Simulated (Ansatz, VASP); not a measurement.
Two plane-wave programs on CdSe

```xyz
2
Lattice="0.0000 2.8711 2.8711 2.8711 0.0000 2.8711 2.8711 2.8711 0.0000" Properties=species:S:1:pos:R:3 pbc="T T T"
Cd    0.0000    0.0000    0.0000
Se    2.8711    2.8711    2.8711
```

Alike in both runs: task single point; functional r2SCAN; k mesh 6 × 6 × 6; occupations fermi-dirac, width 0.02 eV; no spin polarisation.

```csv
,VASP,Ansatz
version,VASP 6.6.1,Ansatz 0.2.0
potentials or method,"VASP PAW PBE potentials, release 64 (Cd, Se)","plane waves, PAW"
plane-wave cutoff (eV),520,500
valence electrons in the cell,18,36
```

```csv
,VASP,Ansatz,Ansatz less VASP
pressure (GPa),-1.6,-1.9,-0.33
```

VASP's potentials were made for PBE, not for r2SCAN. VASP's potentials hold 18 valence electrons a cell and Ansatz's 36, so a difference there can come from the potentials and not from the codes.
